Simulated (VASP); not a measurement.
Write the native input for VASP 6.6.1 that does the following.

```
Task                   : single point
Functional             : BLYP
Dispersion             : D3(BJ)
Potentials or basis    : VASP PAW PBE potentials, release 64 (Co)
Cutoff                 : 520 eV
k mesh                 : 12 × 12 × 4
Occupations            : fermi-dirac, width 0.05 eV
Spin                   : collinear spin, ferromagnetic start
Starting moments       : [2.0, 2.0, 2.0, 2.0] μB
Dipole correction      : no
Further INCAR settings : ALGO = Normal; EDIFF = 1e-06; NBANDS = 30
```

The structure of Co lies in POSCAR:

```
Co
1.0
    2.4869235940      0.0000000000      0.0000000000
   -1.2434617971      2.1537390097      0.0000000000
    0.0000000000      0.0000000000      8.1417998233
Co
4
Direct
    0.6666666667      0.3333333333      0.7500000000
    0.0000000000      0.0000000000      0.5000000000
    0.3333333333      0.6666666667      0.2500000000
    0.0000000000      0.0000000000      0.0000000000
```

The input as run:

INCAR

```
SYSTEM = Co
PREC = Accurate
ENCUT = 520
EDIFF = 1E-6
ISMEAR = -1
SIGMA = 0.05
LREAL = .False.
LASPH = .True.
NELM = 150
ALGO = Normal
ISIF = 2
LWAVE = .False.
LCHARG = .False.
ISPIN = 2
MAGMOM = 2 2 2 2
LORBIT = 11
LMAXMIX = 4
GGA = B5
ALDAX = 1.0
AGGAX = 1.0
AGGAC = 1.0
ALDAC = 0.0
IVDW = 12
VDW_S6 = 1.0
VDW_S8 = 2.6996
VDW_A1 = 0.4298
VDW_A2 = 4.2359
NBANDS = 30
```

KPOINTS

```
regular mesh
0
Gamma
  12 12 4
  0 0 0
```

Potentials or basis: VASP PAW PBE potentials, release 64 (Co).

Run with:

```console
$ cat potpaw_PBE.64/Co/POTCAR > POTCAR
$ mpirun -np 1 vasp_std > vasp.out
```

Results of the run:

```json
{"Pressure": "-5.8 GPa", "Net moment": "6.48 μB per cell", "Site moments": "Co +1.64, +1.62 (each value once) μB", "Valence electrons inside the program's atomic spheres": "Co 8.29", "Dispersion energy per atom": "-0.948 eV"}
```

Caveat: the cell stands under tension; the PAW data sets were made with another functional, which shifts forces and pressure a little.

Wall time 3.5 min on 1 thread of Intel(R) Xeon(R) 6975P-C (Granite Rapids) (shared host), peak memory 0.24 GiB.
